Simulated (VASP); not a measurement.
# Sn (Fd-3m) in VASP: further runs, part 3 of 3

VASP 6.6.1. The steps go on from the part before.

## (7) Electric field gradients, r2SCAN (volume scaled by 1.05)

POSCAR

```
Sn
1.0
    0.0000000000      3.3388488159      3.3388488159
    3.3388488159      0.0000000000      3.3388488159
    3.3388488159      3.3388488159      0.0000000000
Sn
2
Direct
    0.5000000000      0.5000000000      0.5000000000
    0.7500000000      0.7500000000      0.7500000000
```

INCAR.step1

```
SYSTEM = Sn
PREC = Accurate
ENCUT = 520
ISMEAR = -1
SIGMA = 0.08
LREAL = .False.
LASPH = .True.
NELM = 60
NBANDS = 21
GGA = PE
ALGO = Normal
EDIFF = 1E-4
LWAVE = .True.
LCHARG = .False.
```

INCAR.step2

```
SYSTEM = Sn
PREC = Accurate
ENCUT = 520
EDIFF = 1E-8
ISMEAR = -1
SIGMA = 0.08
LREAL = .False.
LASPH = .True.
NELM = 60
ALGO = Normal
ISIF = 2
LWAVE = .False.
LCHARG = .False.
METAGGA = R2SCAN
LMIXTAU = .True.
LEFG = .True.
NBANDS = 21
ISTART = 1
```

KPOINTS

```
Automatic mesh
0
Gamma
  9 9 9
  0 0 0
```

Potentials or basis: VASP PAW PBE potentials, release 64 (Sn_d).

Command:

```console
cat potpaw_PBE.64/Sn_d/POTCAR > POTCAR
cp INCAR.step1 INCAR
mpirun -np 1 vasp_std > vasp.out
cp INCAR.step2 INCAR
mpirun -np 1 vasp_std > vasp.out
```

OUTCAR:

```text
SYSTEM = Sn
   PREC = Accurate
   ENCUT = 520
   EDIFF = 1E-8
   ISMEAR = -1
   LREAL = .False.
   LASPH = .True.
   NELM = 60
   ISIF = 2
   METAGGA = R2SCAN
   ISTART = 1

 ion  position               nearest neighbor table
   1  0.500  0.500  0.500-   2 2.89   2 2.89   2 2.89   2 2.89
   2  0.750  0.750  0.750-   1 2.89   1 2.89   1 2.89   1 2.89

  LATTYP: Found a face centered cubic cell.
 ALAT       =     6.6776976318

  Lattice vectors:

 A1 = (   0.0000000000,   3.3388488159,   3.3388488159)
 A2 = (   3.3388488159,   0.0000000000,   3.3388488159)
 A3 = (   3.3388488159,   3.3388488159,   0.0000000000)

Analysis of symmetry for initial positions (statically):
=====================================================================
 Subroutine PRICEL returns:
 Original cell was already a primitive cell.

 Routine SETGRP: Setting up the symmetry group for a
 face centered cubic supercell.

 Subroutine GETGRP returns: Found 48 space group operations
 (whereof 24 operations were pure point group operations)
 out of a pool of 48 trial point group operations.

The static configuration has the point symmetry T_d .
 The point group associated with its full space group is O_h .

Analysis of symmetry for dynamics (positions and initial velocities):
=====================================================================
 Subroutine PRICEL returns:
 Original cell was already a primitive cell.

 Routine SETGRP: Setting up the symmetry group for a
 face centered cubic supercell.

 Subroutine GETGRP returns: Found 48 space group operations
 (whereof 24 operations were pure point group operations)
 out of a pool of 48 trial point group operations.

[... 157 lines left out ...]
      1     -17.5483      2.00000
      2     -17.5483      2.00000
      3     -17.5483      2.00000
      4     -17.4930      2.00000
      5     -17.4930      2.00000
      6     -17.2354      2.00000
[... 565 lines left out ...]
     20      14.5043      0.00000
     21      15.0586      0.00000

 [... further k-points ...]

------------------------ aborting loop because EDIFF is reached ----------------------------------------

  FORCE on cell =-STRESS in cart. coord.  units (eV):
  Direction    XX          YY          ZZ          XY          YZ          ZX
  --------------------------------------------------------------------------------------
  -------------------------------------------------------------------------------------
  Total       -0.8905249     -0.8905249     -0.8905249      0.0000000     -0.0000000      0.0000000
  in kB      -19.1662162    -19.1662162    -19.1662162      0.0000000     -0.0000000      0.0000000
  external PRESSURE =     -19.1662162 kB  Pullay stress =       0.0000000 kB

 VOLUME and BASIS-vectors are now :
 -----------------------------------------------------------------------------
  energy-cutoff  :      520.00
  volume of cell :       74.44
      direct lattice vectors                 reciprocal lattice vectors
     0.000000000  3.338848816  3.338848816    -0.149752213  0.149752213  0.149752213
     3.338848816  0.000000000  3.338848816     0.149752213 -0.149752213  0.149752213
     3.338848816  3.338848816  0.000000000     0.149752213  0.149752213 -0.149752213

 POSITION                                       TOTAL-FORCE (eV/Angst)
 -----------------------------------------------------------------------------------
      3.33885      3.33885      3.33885         0.000000      0.000000      0.000000
      5.00827      5.00827      5.00827        -0.000000     -0.000000     -0.000000
 -----------------------------------------------------------------------------------
    total drift:                                0.000000      0.000000      0.000000

  FREE ENERGIE OF THE ION-ELECTRON SYSTEM (eV)
  ---------------------------------------------------
  free  energy   TOTEN  =       -49.4713474329 eV

  energy  without entropy=      -49.4669831139  energy(sigma->0) =      -49.46916527

 Electric field gradients (V/A^2)
---------------------------------------------------------------------
 ion       V_xx      V_yy      V_zz      V_xy      V_xz      V_yz
---------------------------------------------------------------------
   1      -0.000     0.000    -0.000     0.002     0.002     0.002
   2      -0.000     0.000    -0.000     0.002     0.002     0.002
---------------------------------------------------------------------

 Electric field gradients after diagonalization (V/A^2)
 (convention: |V_zz| > |V_xx| > |V_yy|)
----------------------------------------------------------------------
 ion       V_xx      V_yy      V_zz     asymmetry (V_yy - V_xx)/ V_zz
----------------------------------------------------------------------
   1      -0.002    -0.002     0.005       0.000
   2      -0.002    -0.002     0.005       0.000
----------------------------------------------------------------------

           NMR quadrupolar parameters

 Cq : quadrupolar parameter    Cq=e*Q*V_zz/h
 eta: asymmetry parameters     (V_yy - V_xx)/ V_zz
 Q  : nuclear electric quadrupole moment in mb (millibarn)
----------------------------------------------------------------------
 ion       Cq(MHz)       eta       Q (mb)
----------------------------------------------------------------------
   1       0.000       0.000       1.000
   2       0.000       0.000       1.000
----------------------------------------------------------------------
```

OUTCAR.step1:

```text
SYSTEM = Sn
   PREC = Accurate
   ENCUT = 520
   ISMEAR = -1
   LREAL = .False.
   LASPH = .True.
[... 798 lines left out ...]
      3.33885      3.33885      3.33885        -0.000000     -0.000000     -0.000000
      5.00827      5.00827      5.00827         0.000000      0.000000      0.000000
 -----------------------------------------------------------------------------------
    total drift:                                0.000000      0.000000      0.000000

  FREE ENERGIE OF THE ION-ELECTRON SYSTEM (eV)
  ---------------------------------------------------
  free  energy   TOTEN  =        -7.6911817664 eV

  energy  without entropy=       -7.6847191536  energy(sigma->0) =       -7.68795046
```

OSZICAR.step1:

```text
N       E                     dE             d eps       ncg     rms          rms(c)
DAV:   1     0.230964195741E+03    0.23096E+03   -0.14950E+04  1480   0.190E+03
DAV:   2     0.179020089749E+02   -0.21306E+03   -0.20894E+03  1475   0.445E+02
DAV:   3    -0.689080355825E+01   -0.24793E+02   -0.24648E+02  1725   0.141E+02
DAV:   4    -0.770462773141E+01   -0.81382E+00   -0.81346E+00  1665   0.288E+01
DAV:   5    -0.773256745238E+01   -0.27940E-01   -0.27939E-01  2142   0.523E+00    0.282E+00
DAV:   6    -0.770299080614E+01    0.29577E-01   -0.24513E-02  2013   0.192E+00    0.166E+00
DAV:   7    -0.768912908116E+01    0.13862E-01   -0.38020E-02  1640   0.209E+00    0.158E-01
DAV:   8    -0.769078712170E+01   -0.16580E-02   -0.57568E-03  1620   0.889E-01    0.443E-02
DAV:   9    -0.769114057878E+01   -0.35346E-03   -0.44447E-04  1350   0.189E-01    0.154E-02
DAV:  10    -0.769118176636E+01   -0.41188E-04   -0.73637E-05  1368   0.656E-02
   1 F= -.76911818E+01 E0= -.76879505E+01  d E =-.646261E-02
```

Run time: 4.6 min. Hardware: 1 thread of Intel Xeon Platinum 8259CL at 2.50GHz (Skylake/Cascade Lake), shared host; peak memory 0.23 GiB.

Results:

```yaml
Free_energy: -49.4713 eV
Pressure: -1.9 GPa
Band_gap_on_the_k_mesh: zero (band 14 reaches 4.71 eV, above the bottom of band 15 at 4.68 eV)
```

Caveat: without QUAD_EFG the Cq values of the log hold for a quadrupole moment of 1 mb, not for the nuclei; the PAW data sets were made with another functional, which shifts forces and pressure a little; spin-orbit coupling is left out, which moves the levels of the heavy elements.

## (8) Overview

```tsv
cell	gap on the mesh (eV)	pressure (GPa)
a = 4.567 Å, angles 60.0°, 2 atoms	none	2.4
a = 4.607 Å, angles 60.0°, 2 atoms	none	1.1
a = 4.646 Å, angles 60.0°, 2 atoms	none	-0.1
a = 4.684 Å, angles 60.0°, 2 atoms	none	-1.1
a = 4.722 Å, angles 60.0°, 2 atoms	none	-1.9
```

Alike in all rows: task electric field gradients; level r2SCAN; potentials or basis VASP PAW PBE potentials, release 64 (Sn_d); no spin polarisation; k mesh 9 × 9 × 9; cutoff (eV) 520; smearing fermi-dirac 0.08 eV.

Caveats: the PAW data sets were made with another functional, which shifts forces and pressure a little; spin-orbit coupling is left out, which moves the levels of the heavy elements.

Absolute energies hang on the potentials; compare differences alone.
